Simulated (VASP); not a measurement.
Here is a VASP 6.6.1 calculation.

Contents of INCAR:

```
SYSTEM = Zn2CdTe3
PREC = Accurate ; ENCUT = 520
EDIFF = 1E-7 ; ISMEAR = 0
SIGMA = 0.02 ; LREAL = .False.
LASPH = .True. ; NELM = 60
ALGO = Normal ; ISIF = 2
LWAVE = .False. ; LCHARG = .True.
GGA = PE ; LELF = .True.
LVHAR = .True. ; NBANDS = 66
```

File KPOINTS:

```
Automatic mesh
0
Gamma
  6 6 2
  0 0 0
```

File POSCAR:

```
Zn2CdTe3
1.0
    4.4572321909      0.0000000000      0.0000000000
   -2.2286160954      3.8600763079      0.0000000000
    0.0000000000      0.0000000000     22.1114411000
Zn Cd Te
4 2 6
Direct
    0.3333333333      0.6666666667      0.0031390000
    0.3333333333      0.6666666667      0.6632750000
    0.6666666667      0.3333333333      0.1632750000
    0.6666666667      0.3333333333      0.5031390000
    0.3333333333      0.6666666667      0.3354000000
    0.6666666667      0.3333333333      0.8354000000
    0.3333333333      0.6666666667      0.1246060000
    0.3333333333      0.6666666667      0.4642730000
    0.3333333333      0.6666666667      0.7843070000
    0.6666666667      0.3333333333      0.2843070000
    0.6666666667      0.3333333333      0.6246060000
    0.6666666667      0.3333333333      0.9642730000
```

Potentials or basis: VASP PAW PBE potentials, release 64 (Zn, Cd, Te).

Run with:

```console
$ cat potpaw_PBE.64/Zn/POTCAR potpaw_PBE.64/Cd/POTCAR potpaw_PBE.64/Te/POTCAR > POTCAR
$ mpirun -np 1 vasp_std > vasp.out
```

**Question.** Estimate the pressure.

**Answer.** 0.1 GPa.

**Question.** What does it give for the largest force?

**Answer.** 0.007 eV/Å.

Forces on the atoms (eV/Å):
```
Zn   0.000  0.000 -0.002
Zn   0.000  0.000 -0.002
Zn   0.000  0.000 -0.002
Zn   0.000  0.000 -0.002
Cd   0.000  0.000  0.002
Cd   0.000  0.000  0.002
Te   0.000  0.000  0.001
Te   0.000  0.000  0.007
Te   0.000  0.000 -0.007
Te   0.000  0.000 -0.007
Te   0.000  0.000  0.001
Te   0.000  0.000  0.007
```
